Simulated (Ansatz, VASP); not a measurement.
# HfO2 in VASP and in Ansatz

Contents of INCAR:

```
SYSTEM = HfO2
PREC = Accurate ; ENCUT = 600
EDIFF = 1E-6 ; ISMEAR = -1
SIGMA = 0.05 ; LREAL = .FALSE.
LASPH = .TRUE. ; NELM = 80
ALGO = Normal ; ISIF = 3
LWAVE = .FALSE. ; LCHARG = .FALSE.
GGA = RE ; IBRION = 2
NSW = 60 ; EDIFFG = -0.01
```

Contents of KPOINTS:

```
Automatic mesh
0
G
  8 8 5
  0 0 0
```

Contents of POSCAR:

```
HfO2
1.0
    3.5580193300      0.0000000000      0.0000000000
    0.0000000000      3.5580193300      0.0000000000
    0.0000000000      0.0000000000      5.1718612100
Hf O
2 4
Direct
    0.0000000000      0.0000000000      0.0000000000
    0.5000000000      0.5000000000      0.5000000000
    0.0000000000      0.5000000000      0.1972078800
    0.5000000000      0.0000000000      0.3027921200
    0.5000000000      0.0000000000      0.8027921200
    0.0000000000      0.5000000000      0.6972078800
```

input.yaml

```yaml
crystal:
  lattice:
    - [3.55801933, 0.0, 0.0]
    - [0.0, 3.55801933, 0.0]
    - [0.0, 0.0, 5.17186121]
  atoms:
    - { symbol: Hf, position: [0.0, 0.0, 0.0] }
    - { symbol: Hf, position: [0.5, 0.5, 0.5] }
    - { symbol: O, position: [0.0, 0.5, 0.19720788] }
    - { symbol: O, position: [0.5, 0.0, 0.30279212] }
    - { symbol: O, position: [0.5, 0.0, 0.80279212] }
    - { symbol: O, position: [0.0, 0.5, 0.69720788] }
hamiltonian:
  xc: revpbe
  pseudopotentials: { kind: paw }
kpoints:
  mp_grid: { grid: [8, 8, 5] }
scf:
  occupations: { method: fermi_dirac, width: 0.05 }
output:
  forces: true
  stress: true
  write_density: true
  write_potential: true
  elf: true
  volumetric_format: npy
relax:
  f_tol: 0.01
  max_steps: 40
  cell: { stress_tol: 0.05 }
```

Alike in both runs: task relaxation of cell and atoms; functional revPBE; k mesh 8 × 8 × 5; occupations fermi-dirac, width 0.05 eV; no spin polarisation.

```csv
,VASP,Ansatz
version,VASP 6.6.1,Ansatz 0.2.0
potentials or method,"VASP PAW PBE potentials, release 64 (Hf_pv, O)",Ansatz PAW
plane-wave cutoff (eV),600,420
valence electrons in the cell,44,76
```

|  | VASP | Ansatz | Ansatz less VASP |
| --- | --- | --- | --- |
| gap on the k mesh at the Fermi level, each at its own relaxed structure (eV) | 4.73 | 4.73 | +0.001 |
| relaxed volume (Å³/atom) | 11.44 | 11.64 | +0.197 |
| relaxed cell length with the largest relative difference (Å) | 5.281 | 5.321 | +0.0402 |

VASP's potentials were made for PBE, not for revPBE. VASP's potentials hold 44 valence electrons a cell and Ansatz's 76, so a difference there can come from the potentials and not from the codes.

Spin-orbit coupling is off throughout. Noted on Ansatz's run: odd divisions of the mesh miss points on the zone boundary, where band edges often lie, so the gap on the mesh can be too wide; the plane-wave basis is chosen anew once the cell has moved, so the energies of steps on either side of that aren't comparable.
